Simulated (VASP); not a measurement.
Set up this calculation in VASP 6.6.1, as the native input.

```
Task                   : relaxation of cell and atoms
Functional             : PBE
Potentials or basis    : VASP PAW PBE potentials, release 64 (Ca_sv, B)
Cutoff                 : 600 eV
k mesh                 : 8 × 8 × 8
Occupations            : gaussian, width 0.01 eV
Spin                   : no spin polarisation
Dipole correction      : no
Further INCAR settings : ALGO = Normal; EDIFF = 1e-07; IBRION = 2; EDIFFG = -0.005; NSW = 100; ISIF = 3
```

The structure of CaB6 lies in POSCAR:

```
CaB6
1.0
    4.1479655459      0.0000000000      0.0000000000
    0.0000000000      4.1479655459      0.0000000000
    0.0000000000      0.0000000000      4.1479655459
Ca B
1 6
Direct
    0.5000000000      0.5000000000      0.5000000000
    0.0000000000      0.0000000000      0.2982961417
    0.0000000000      0.0000000000      0.7017038583
    0.2982961417      0.0000000000      0.0000000000
    0.7017038583      0.0000000000      0.0000000000
    0.0000000000      0.2982961417      0.0000000000
    0.0000000000      0.7017038583      0.0000000000
```

These files were run (other wordings do the same):

INCAR

```
ALGO     = Normal         # electronic algorithm
EDIFF    = 1E-7           # SCF threshold, eV
EDIFFG   = -0.005         # ionic threshold
ENCUT    = 600            # plane-wave cutoff, eV
GGA      = PE             # functional
IBRION   = 2              # ionic algorithm
ISIF     = 3              # what is computed and relaxed
ISMEAR   = 0              # smearing method
LASPH    = T              # aspherical terms in the spheres
LCHARG   = F              # write CHGCAR
LREAL    = F              # projectors in reciprocal space
LWAVE    = F              # write WAVECAR
NELM     = 100            # most SCF steps
NSW      = 100            # ionic steps
PREC     = Accurate       # precision mode
SIGMA    = 0.01           # smearing width, eV
```

KPOINTS

```
k-points
0
Gamma
  8 8 8
```

Potentials or basis: VASP PAW PBE potentials, release 64 (Ca_sv, B).

Launch:

```console
$ cat potpaw_PBE.64/Ca_sv/POTCAR potpaw_PBE.64/B/POTCAR > POTCAR
$ mpirun -np 1 vasp_std > vasp.out
```

It gave:

```json
{
 "Relaxed volume": "10.20 Å³/atom",
 "Relaxed cell": "a = 4.148 Å, b = 4.148 Å, c = 4.148 Å, α = 90.00°, β = 90.00°, γ = 90.00°",
 "Space group after relaxing (to 0.1 Å)": "Pm-3m (No. 221)",
 "Energy gained by relaxing": "0.0 meV/atom",
 "Ionic steps": "3",
 "Pressure after relaxing": "0.0 GPa",
 "Largest force after relaxing": "0.003 eV/Å",
 "Band gap on the k mesh": "0.07 eV (least direct gap 0.15 eV)"
}
```

Wall time 73 s on 1 thread of AMD EPYC 9R45 96-Core Processor (Zen 5), on a shared host, peak memory 0.21 GiB.
